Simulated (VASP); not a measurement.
# F (C2/m) in VASP: a series of runs, part 2 of 2

VASP 6.6.1. The steps go on from the part before.

## Step 4: Single point, PBEsol

This run uses another cell than the first one, of 18.14 Å³/atom, 1.063 times its volume.

Contents of INCAR:

```
PREC = Accurate
ENCUT = 520
EDIFF = 1E-7
ISMEAR = 0
SIGMA = 0.05
LREAL = F
LASPH = T
NELM = 100
ALGO = Normal
ISIF = 2
LWAVE = F
LCHARG = F
GGA = PS
NBANDS = 22
```

Contents of KPOINTS:

```
Automatic mesh
0
Gamma
  4 4 2
```

Contents of POSCAR:

```
F
1.0
    3.0414923524     -1.7480498951     -0.2345861287
    3.0414923524      1.7480498951     -0.2345861287
   -2.2869699080      0.0000000000      7.0004610119
F
4
Direct
    0.0848459664      0.0848459664      0.0820156542
    0.9151540336      0.9151540336      0.9179843458
    0.5015719855      0.5015719855      0.5937195244
    0.4984280145      0.4984280145      0.4062804756
```

Potentials or basis: VASP PAW PBE potentials, release 64 (F).

The run is started by

```console
$ cat potpaw_PBE.64/F/POTCAR > POTCAR
$ mpirun -np 1 vasp_std > vasp.out
```

OUTCAR:

```text
PREC = Accurate
   ENCUT = 520
   EDIFF = 1E-7
   ISMEAR = 0
   LREAL = F
   LASPH = T
   NELM = 100
   ISIF = 2
   GGA = PS

 ion  position               nearest neighbor table
   1  0.085  0.085  0.082-   2 1.25
   2  0.915  0.915  0.918-   1 1.25
   3  0.502  0.502  0.594-   4 1.37
   4  0.498  0.498  0.406-   3 1.37

  LATTYP: Found a base centered monoclinic cell.
 ALAT       =     6.1010511820
 B/A-ratio  =     0.5730323654
 C/A-ratio  =     1.2070962569
 COS(beta)  =    -0.3827161857

  Lattice vectors:

 A1 = (   3.0414923524,  -1.7480498951,  -0.2345861287)
 A2 = (   3.0414923524,   1.7480498951,  -0.2345861287)
 A3 = (  -2.2869699080,   0.0000000000,   7.0004610119)

Analysis of symmetry for initial positions (statically):
=====================================================================
 Subroutine PRICEL returns:
 Original cell was already a primitive cell.

 Routine SETGRP: Setting up the symmetry group for a
 base centered monoclinic supercell.

 Subroutine GETGRP returns: Found  4 space group operations
 (whereof  4 operations were pure point group operations)
 out of a pool of  4 trial point group operations.

The static configuration has the point symmetry C_2h.

Analysis of symmetry for dynamics (positions and initial velocities):
=====================================================================
 Subroutine PRICEL returns:
 Original cell was already a primitive cell.

 Routine SETGRP: Setting up the symmetry group for a
 base centered monoclinic supercell.

 Subroutine GETGRP returns: Found  4 space group operations
 (whereof  4 operations were pure point group operations)
 out of a pool of  4 trial point group operations.

[... 106 lines left out ...]
   EMIN   =  10.00;   EMAX   =-10.00  energy-range for DOS
   EFERMI =   0.00;   METHOD = LEGACY
   ISMEAR =     0;   SIGMA  =   0.05  broadening in eV -4-tet -1-fermi 0-gaus
   EFERMI_NEDOS =   21; number of points for ismear=-14 and -15
   IALGO  =     38    algorithm
   IMIX   =      4    mixing-type and parameters
     AMIX     =   0.40;   BMIX     =  1.00
     AMIX_MAG =   1.60;   BMIX_MAG =  1.00
  volume/ion in A,a.u.               =      18.14       122.42
  Fermi-wavevector in a.u.,A,eV,Ry     =   1.191853  2.252276 19.327273  1.420514
  Thomas-Fermi vector in A             =   2.327905
   LORBIT       =      0    0 simple, 1 ext, 2 COOP (PROOUT), +10 PAW based schemes
   GGA     = PS    functional components
   LHFCALC =     F    Hartree Fock is set to
   AEXX    =    0.0000 exact exchange contribution
   IVDW    =     0    specifies the selected vdW correction
   LEPSILON=     F    determine dielectric tensor
   LRPA    =     F    only Hartree local field effects (RPA)
 non-spin polarized calculation
 Gauss-broadening in eV      SIGMA  =   0.05
  energy-cutoff  :      520.00
  volume of cell :       72.56
 maximum number of plane-waves:      1980
 NGX is ok and might be reduce to    28
   NGX = 13   NGY = 13   NGZ = 27

 number of electron      28.0000002 magnetization

 Free energy of the ion-electron system (eV)
  ---------------------------------------------------
  ext. energy  EPLUGINS =         0.00000000
  ---------------------------------------------------
  free energy    TOTEN  =        -7.12125960 eV

  energy without entropy =       -7.12125960  energy(sigma->0) =       -7.12125960

 E-fermi :  -4.6725     XC(G=0):  -6.9341

 val. band max:       -4.9360316148   @ k =   0.5000   0.5000  -0.0000
 cond. band min:      -1.7402923135   @ k =   0.0000   0.0000   0.0000
 fundamental gap:      3.1957393014
 Fermi energy:        -4.6725150677

 k-point     1 :       0.0000    0.0000    0.0000
  band No.  band energies     occupation
      1     -33.2304      2.00000
      2     -30.9695      2.00000
      3     -23.7237      2.00000
      4     -22.7840      2.00000
      5     -12.7112      2.00000
      6     -11.8909      2.00000
[... 339 lines left out ...]
     21       9.4254      0.00000
     22       9.7742      0.00000

------------------------ aborting loop because EDIFF is reached ----------------------------------------

  FORCE on cell =-STRESS in cart. coord.  units (eV):
  Direction    XX          YY          ZZ          XY          YZ          ZX
  --------------------------------------------------------------------------------------
  -------------------------------------------------------------------------------------
  Total        3.3445986     -0.2367027     10.6760438      0.0000000      0.0000000      4.8583941
  in kB       73.8483092     -5.2263663    235.7256806      0.0000000      0.0000000    107.2727189
  external PRESSURE =     101.4492079 kB  Pullay stress =       0.0000000 kB

 VOLUME and BASIS-vectors are now :
 -----------------------------------------------------------------------------
  energy-cutoff  :      520.00
  volume of cell :       72.56
      direct lattice vectors                 reciprocal lattice vectors
     3.041492352 -1.748049895 -0.234586129     0.168642268 -0.286033025  0.055093485
     3.041492352  1.748049895 -0.234586129     0.168642268  0.286033025  0.055093485
    -2.286969908  0.000000000  7.000461012     0.011302438  0.000000000  0.146540111

 POSITION                                       TOTAL-FORCE (eV/Angst)
 -----------------------------------------------------------------------------------
      0.32855      0.00000      0.53434         5.039605      0.000000      8.261302
      3.46747      0.00000      5.99695        -5.039605      0.000000     -8.261302
      1.69324      0.00000      3.92099        -0.493705      0.000000      1.479800
      2.10278      0.00000      2.61030         0.493705      0.000000     -1.479800
 -----------------------------------------------------------------------------------
    total drift:                                0.000000      0.000000     -0.000000

  FREE ENERGIE OF THE ION-ELECTRON SYSTEM (eV)
  ---------------------------------------------------
  free  energy   TOTEN  =        -7.1212596029 eV

  energy  without entropy=       -7.1212596029  energy(sigma->0) =       -7.12125960
```

OSZICAR:

```text
N       E                     dE             d eps       ncg     rms          rms(c)
DAV:   1     0.182265208174E+03    0.18227E+03   -0.15172E+04   616   0.116E+03
DAV:   2     0.160521163381E+00   -0.18210E+03   -0.17662E+03   844   0.283E+02
DAV:   3    -0.897793696236E+01   -0.91385E+01   -0.90948E+01   724   0.635E+01
DAV:   4    -0.903406661585E+01   -0.56130E-01   -0.56125E-01   666   0.560E+00
DAV:   5    -0.903441030028E+01   -0.34368E-03   -0.34368E-03   714   0.421E-01    0.113E+01
DAV:   6    -0.760274107258E+01    0.14317E+01   -0.59167E-01   640   0.791E+00    0.634E+00
DAV:   7    -0.712287989496E+01    0.47986E+00   -0.75980E-01   634   0.846E+00    0.825E-01
DAV:   8    -0.712108036389E+01    0.17995E-02   -0.93816E-02   664   0.214E+00    0.148E-01
DAV:   9    -0.712119656586E+01   -0.11620E-03   -0.11487E-03   696   0.265E-01    0.729E-02
DAV:  10    -0.712126209369E+01   -0.65528E-04   -0.24801E-04   658   0.137E-01    0.272E-02
DAV:  11    -0.712126122218E+01    0.87151E-06   -0.33320E-05   664   0.542E-02    0.959E-03
DAV:  12    -0.712125992285E+01    0.12993E-05   -0.61777E-06   676   0.200E-02    0.479E-03
DAV:  13    -0.712125955259E+01    0.37025E-06   -0.15201E-06   700   0.105E-02    0.154E-03
DAV:  14    -0.712125960287E+01   -0.50277E-07   -0.16431E-07   626   0.380E-03
   1 F= -.71212596E+01 E0= -.71212596E+01  d E =-.766986E-15
```

stdout:

```text
POSCAR found type information on POSCAR F
 POSCAR found :  1 types and       4 ions
 scaLAPACK will be used
 -----------------------------------------------------------------------------
|                                                                             |
|                                                                             |
|     You enforced a specific xc type in the INCAR file but a different       |
|     I HOPE YOU KNOW WHAT YOU ARE DOING!                                     |
|                                                                             |
 -----------------------------------------------------------------------------

 LDA part: xc-table for (Slater+PW92), standard interpolation
 POSCAR, INCAR and KPOINTS ok, starting setup
 FFT: planning ... GRIDC
 FFT: planning ... GRID_SOFT
 FFT: planning ... GRID
 WAVECAR not read
 entering main loop
```

It took 16 s on 1 thread of Intel Xeon Platinum 8488C (Sapphire Rapids), shared host; peak memory 0.19 GiB.

Results:

```
Free energy            : -7.1213 eV
Pressure               : 10.1 GPa
Largest force          : 9.677 eV/Å
Band gap on the k mesh : 3.20 eV, indirect (least direct gap 3.25 eV)
```

Forces on the atoms (eV/Å):
```
F    5.040  0.000  8.261
F   -5.040  0.000 -8.261
F   -0.494  0.000  1.480
F    0.494  0.000 -1.480
```

Levels at points of the mesh, in eV from the valence-band top:
| k point | band 12 | band 13 | band 14 | band 15 | band 16 | band 17 |
| --- | --- | --- | --- | --- | --- | --- |
| (0.00, 0.00, 0.00) | -0.58 | -0.19 | -0.05 | 3.20 | 5.93 | 8.09 |
| (0.50, 0.00, 0.00) | -0.70 | -0.26 | -0.13 | 3.35 | 5.98 | 12.06 |
| (0.50, 0.50, 0.00) | -0.62 | -0.12 | 0.00 | 3.32 | 5.93 | 12.33 |
| (0.00, 0.00, 0.50) | -0.58 | -0.20 | -0.05 | 3.24 | 5.74 | 8.98 |
| (0.50, 0.00, 0.50) | -0.69 | -0.24 | -0.08 | 3.32 | 6.01 | 11.87 |
| (0.50, 0.50, 0.50) | -0.59 | -0.16 | -0.03 | 3.34 | 5.95 | 12.00 |

Caveat: the k points lie up to 0.53 Å⁻¹ apart; the standard files for N, O and F lose accuracy on very short bonds; the PAW data sets were made with another functional, which shifts forces and pressure a little. Expect the measured gap to be larger: semilocal functionals such as PBEsol lack the derivative discontinuity.

## Step 5: Single point, PBEsol

This run uses another cell than the first one, of 18.14 Å³/atom, 1.063 times its volume.

Contents of INCAR:

```
SYSTEM = F
PREC = Accurate ; ENCUT = 520
EDIFF = 1E-6 ; ISMEAR = 0
SIGMA = 0.05 ; LREAL = .FALSE.
LASPH = .TRUE. ; NELM = 80
ALGO = Normal ; ISIF = 2
LWAVE = .FALSE. ; LCHARG = .FALSE.
GGA = PS ; NBANDS = 22
```

Contents of KPOINTS:

```
regular mesh
0
G
  4 4 2
  0 0 0
```

Edit POSCAR of step 4 so:

```diff
@@ -8,4 +8,4 @@
 Direct
-    0.0848459664      0.0848459664      0.0820156542
-    0.9151540336      0.9151540336      0.9179843458
+    0.0848459664      0.0848459664      0.1059920108
+    0.9151540336      0.9151540336      0.8940079892
     0.5015719855      0.5015719855      0.5937195244
```

The run is started by

```console
$ cat potpaw_PBE.64/F/POTCAR > POTCAR
$ mpirun -np 1 vasp_std > vasp.out
```

It took 17 s on 1 thread of Intel Xeon Platinum 8488C (Sapphire Rapids), shared host; peak memory 0.19 GiB.

It converged, with:

```yaml
Free_energy: -7.6455 eV
Pressure: -1.6 GPa
Largest_force: 2.393 eV/Å
Band_gap_on_the_k_mesh: 2.06 eV, indirect (least direct gap 2.16 eV)
```

Forces on the atoms (eV/Å):
```
F   -0.821  0.000 -2.248
F    0.821  0.000  2.248
F   -0.428  0.000  1.499
F    0.428  0.000 -1.499
```

Stress tensor (GPa, compression positive):
```
-1.28  0.00 -4.12
 0.00 -0.50  0.00
-4.12  0.00 -3.15
```

Levels at points of the mesh, in eV from the valence-band top:
```tsv
k point	band 10	band 11	band 12	band 13	band 14	band 15	band 16	band 17	band 18	band 19
(0.00, 0.00, 0.00)	-2.74	-0.40	-0.22	-0.10	-0.10	2.06	3.86	8.84	11.28	12.43
(0.50, 0.00, 0.00)	-2.85	-0.48	-0.35	-0.30	-0.25	2.24	3.85	12.81	13.09	14.54
(0.50, 0.50, 0.00)	-2.85	-0.48	-0.37	-0.19	0.00	2.19	3.82	13.04	13.34	13.71
(0.00, 0.00, 0.50)	-2.74	-0.27	-0.26	-0.21	-0.11	2.15	3.74	9.61	9.81	15.02
(0.50, 0.00, 0.50)	-2.83	-0.58	-0.43	-0.21	-0.06	2.18	3.86	12.80	13.66	13.77
(0.50, 0.50, 0.50)	-2.87	-0.45	-0.37	-0.24	-0.11	2.25	3.84	12.76	12.93	15.11
```

Caveat: the k points lie up to 0.53 Å⁻¹ apart; the PAW data sets were made with another functional, which shifts forces and pressure a little.
